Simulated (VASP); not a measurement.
# Ga in VASP: further runs

Ga is run at these levels: PBE; tasks: single point.

All numbers are computed with VASP 6.6.1; they aren't measurements. Logs are shortened: lines on timing, memory, paths and dates and some standing lists are left out, and cuts for length are marked.

## 1. The cell of the first run

The cell holds a sheet with vacuum, 2 atoms: a = 2.815 Å, b = 2.815 Å, c = 28.420 Å, α = 90.00°, β = 90.00°, γ = 120.00°.

## 2. Single point, PBE

Contents of INCAR:

```
SYSTEM = Ga
  PREC = Accurate
  ENCUT = 520
  EDIFF = 1E-6
  ISMEAR = -1
  SIGMA = 0.15
  LREAL = .FALSE.
  LASPH = .TRUE.
  NELM = 80
  ALGO = Normal
  ISIF = 2
  LWAVE = .FALSE.
  LCHARG = .FALSE.
  LDIPOL = .TRUE.
  IDIPOL = 3
  DIPOL = 0.5 0.5 0.299
  GGA = PE
  NBANDS = 20
```

Contents of KPOINTS:

```
regular mesh
0
G
  24 24 1
  0 0 0
```

Contents of POSCAR:

```
Ga
1.0
    2.8153554133      0.0000000000      0.0000000000
   -1.4076777066      2.4381693086      0.0000000000
    0.0000000000      0.0000000000     28.4201729600
Ga
2
Direct
    0.0000000000      0.0000000000      0.3467734253
    0.0000000000      0.0000000000      0.2513932370
```

Potentials or basis: VASP PAW PBE potentials, release 64 (Ga_d).

Launch:

```bash
cat potpaw_PBE.64/Ga_d/POTCAR > POTCAR
mpirun -np 1 vasp_std > vasp.out
```

OUTCAR:

```text
SYSTEM = Ga
   PREC = Accurate
   ENCUT = 520
   EDIFF = 1E-6
   ISMEAR = -1
   LREAL = .FALSE.
   LASPH = .TRUE.
   NELM = 80
   ISIF = 2
   GGA = PE

 ion  position               nearest neighbor table
   1  0.000  0.000  0.347-   2 2.71
   2  0.000  0.000  0.251-   1 2.71

  LATTYP: Found a hexagonal cell.
 ALAT       =     2.8153554133
 C/A-ratio  =    10.0947016585

  Lattice vectors:

 A1 = (   2.8153554133,   0.0000000000,   0.0000000000)
 A2 = (  -1.4076777066,   2.4381693086,   0.0000000000)
 A3 = (   0.0000000000,   0.0000000000,  28.4201729600)

Analysis of symmetry for initial positions (statically):
=====================================================================
 Subroutine PRICEL returns:
 Original cell was already a primitive cell.

 Routine SETGRP: Setting up the symmetry group for a
 hexagonal supercell.

 Subroutine GETGRP returns: Found 24 space group operations
 (whereof 12 operations were pure point group operations)
 out of a pool of 24 trial point group operations.

The static configuration has the point symmetry C_6v.
 The point group associated with its full space group is D_6h.

Analysis of symmetry for dynamics (positions and initial velocities):
=====================================================================
 Subroutine PRICEL returns:
 Original cell was already a primitive cell.

 Routine SETGRP: Setting up the symmetry group for a
 hexagonal supercell.

 Subroutine GETGRP returns: Found 24 space group operations
 (whereof 12 operations were pure point group operations)
 out of a pool of 24 trial point group operations.

The dynamic configuration has the point symmetry C_6v.
 The point group associated with its full space group is D_6h.

 Subroutine INISYM returns: Found 24 space group operations
 (whereof 12 operations are pure point group operations),
 and found     1 'primitive' translations

----------------------------------------------------------------------------------------

                                     Primitive cell

  volume of cell :     195.0850

  direct lattice vectors                    reciprocal lattice vectors
     2.815355413  0.000000000  0.000000000     0.355194941  0.205071895  0.000000000
    -1.407677707  2.438169309  0.000000000     0.000000000  0.410143790  0.000000000
     0.000000000  0.000000000 28.420172960     0.000000000  0.000000000  0.035186274

[... 85 lines left out ...]
   EDIFFG = 0.1E-04   stopping-criterion for IOM
   NSW    =      0    number of steps for IOM
   IBRION =     -1    ionic relax: 0-MD 1-quasi-New 2-CG
   NFREE  =      0    steps in history (QN), initial steepest desc. (CG)
   ISIF   =      2    stress and relaxation
   ISYM   =      2    0-nonsym 1-usesym 2-fastsym
   POTIM  = 0.5000    time-step for ionic-motion
   TEBEG  =    0.0;   TEEND  =   0.0 temperature during run
   PSTRESS=    0.0 pullay stress
   NELECT =      26.0000    total number of electrons
   NUPDOWN=      -1.0000    fix difference up-down
   EMIN   =  10.00;   EMAX   =-10.00  energy-range for DOS
   EFERMI =   0.00;   METHOD = LEGACY
   ISMEAR =    -1;   SIGMA  =   0.15  broadening in eV -4-tet -1-fermi 0-gaus
   EFERMI_NEDOS =   21; number of points for ismear=-14 and -15
   IALGO  =     38    algorithm
   IMIX   =      4    mixing-type and parameters
     AMIX     =   0.40;   BMIX     =  1.00
     AMIX_MAG =   1.60;   BMIX_MAG =  1.00
  volume/ion in A,a.u.               =      97.54       658.25
  Fermi-wavevector in a.u.,A,eV,Ry     =   0.836228  1.580242  9.514244  0.699277
  Thomas-Fermi vector in A             =   1.949917
   LORBIT       =      0    0 simple, 1 ext, 2 COOP (PROOUT), +10 PAW based schemes
   GGA     = PE    functional components
   LHFCALC =     F    Hartree Fock is set to
   AEXX    =    0.0000 exact exchange contribution
   IVDW    =     0    specifies the selected vdW correction
   LEPSILON=     F    determine dielectric tensor
   LRPA    =     F    only Hartree local field effects (RPA)
 non-spin polarized calculation
  energy-cutoff  :      520.00
  volume of cell :      195.08
 maximum number of plane-waves:      5291
 NGX is ok and might be reduce to    24
   NGX = 11   NGY = 11   NGZ =105

 dipolmoment           0.000000      0.000000      0.000002 electrons x Angstroem

 number of electron      26.0000016 magnetization

 dipolmoment           0.000000      0.000000     -0.000001 electrons x Angstroem

 Free energy of the ion-electron system (eV)
  ---------------------------------------------------
  ext. energy  EPLUGINS =         0.00000000
  ---------------------------------------------------
  free energy    TOTEN  =        -5.47060524 eV

  energy without entropy =       -5.40316980  energy(sigma->0) =       -5.43688752

 E-fermi :  -2.2001     XC(G=0):  -2.6552

 val. band max:       -2.2256883062   @ k =   0.2500   0.1250   0.0000
 cond. band min:      -2.1042640071   @ k =   0.2917   0.0833   0.0000
 fundamental gap:      0.1214242991
 Fermi energy:        -2.2001293319

 k-point     1 :       0.0000    0.0000    0.0000
  band No.  band energies     occupation
      1     -17.2802      2.00000
      2     -17.1294      2.00000
      3     -17.0828      2.00000
      4     -17.0828      2.00000
      5     -17.0699      2.00000
      6     -17.0699      2.00000
[... 541 lines left out ...]
     19       6.2840      0.00000
     20       6.6786      0.00000

 [... further k-points ...]

------------------------ aborting loop because EDIFF is reached ----------------------------------------

 vacuum level on the upper side and lower side of the slab       (xc-potential included)        -0.010        -0.010

  FORCE on cell =-STRESS in cart. coord.  units (eV):
  Direction    XX          YY          ZZ          XY          YZ          ZX
  --------------------------------------------------------------------------------------
  -------------------------------------------------------------------------------------
  Total        0.0323675      0.0323675      0.0122868      0.0000000     -0.0000000      0.0000000
  in kB        0.2658254      0.2658254      0.1009080      0.0000000     -0.0000000      0.0000000
  external PRESSURE =       0.2108530 kB  Pullay stress =       0.0000000 kB

 VOLUME and BASIS-vectors are now :
 -----------------------------------------------------------------------------
  energy-cutoff  :      520.00
  volume of cell :      195.08
      direct lattice vectors                 reciprocal lattice vectors
     2.815355413  0.000000000  0.000000000     0.355194941  0.205071895  0.000000000
    -1.407677707  2.438169309  0.000000000     0.000000000  0.410143790  0.000000000
     0.000000000  0.000000000 28.420172960     0.000000000  0.000000000  0.035186274

 POSITION                                       TOTAL-FORCE (eV/Angst)
 -----------------------------------------------------------------------------------
      0.00000      0.00000      9.85536        -0.000000     -0.000000      0.004656
      0.00000      0.00000      7.14464         0.000000      0.000000     -0.004656
 -----------------------------------------------------------------------------------
    total drift:                               -0.000000     -0.000000      0.000052

  FREE ENERGIE OF THE ION-ELECTRON SYSTEM (eV)
  ---------------------------------------------------
  free  energy   TOTEN  =        -5.4706052365 eV

  energy  without entropy=       -5.4031697956  energy(sigma->0) =       -5.43688752

 vacuum level on the upper side and lower side of the slab         1.845         1.845
```

stdout:

```text
POSCAR found type information on POSCAR Ga
 POSCAR found :  1 types and       2 ions
 scaLAPACK will be used
 LDA part: xc-table for (Slater+PW92), standard interpolation
 POSCAR, INCAR and KPOINTS ok, starting setup
 FFT: planning ... GRIDC
 FFT: planning ... GRID_SOFT
 FFT: planning ... GRID
 WAVECAR not read
 entering main loop
```

Wall time 2.3 min (1 thread of Intel Xeon 6975P-C (Granite Rapids), shared host); peak memory 0.45 GiB.

What came out:

* Free energy: -5.4706 eV
* Largest force: 0.005 eV/Å
* Band gap on the k mesh: zero (bands 13 and 14 overlap by 2.43 eV)

Forces in eV/Å, atoms in the order of the input:
```
Ga   0.000  0.000  0.005
Ga   0.000  0.000 -0.005
```

## 3. Single point, PBE

Changes to INCAR since step 2:

```diff
@@ -8,3 +8,3 @@
   LASPH = .TRUE.
-  NELM = 80
+  NELM = 100
   ALGO = Normal
```

Contents of KPOINTS:

```
Automatic mesh
0
G
  24 24 1
  0 0 0
```

Contents of POSCAR:

```
Ga
1.0
    2.8148116213      0.0000000000      0.0000000000
   -1.4074058106      2.4376983709      0.0000000000
    0.0000000000      0.0000000000     28.4201729600
Ga
2
Direct
    0.0000000000      0.0000000000      0.3467639335
    0.0000000000      0.0000000000      0.2514027288
```

Potentials or basis: VASP PAW PBE potentials, release 64 (Ga_d).

Launch:

```bash
cat potpaw_PBE.64/Ga_d/POTCAR > POTCAR
mpirun -np 1 vasp_std > vasp.out
```

Run time: 2.2 min. Hardware: 1 thread of Intel Xeon 6975P-C (Granite Rapids), shared host; peak memory 0.45 GiB.

The run converged. Its results:

```yaml
Free_energy: -5.4706 eV
Largest_force: 0.006 eV/Å
Band_gap_on_the_k_mesh: zero (bands 13 and 14 overlap by 2.43 eV)
```

Forces in eV/Å, atoms in the order of the input:
```
Ga   0.000  0.000  0.006
Ga   0.000  0.000 -0.006
```

Levels at points of the mesh, in eV from the Fermi level:
```
           k point  band 9  band 10  band 11  band 12  band 13  band 14  band 15  band 16  band 17  band 18
(0.00, 0.00, 0.00)  -14.67   -14.67   -10.32    -8.18    -2.78     1.26     3.59     4.10     4.16     4.84
(0.50, 0.00, 0.00)  -14.58   -14.57    -4.22    -3.32    -1.91    -1.66     2.32     5.75     6.96     7.67
```

The gap in the log of VASP goes by the Fermi energy; the results here count the filled bands.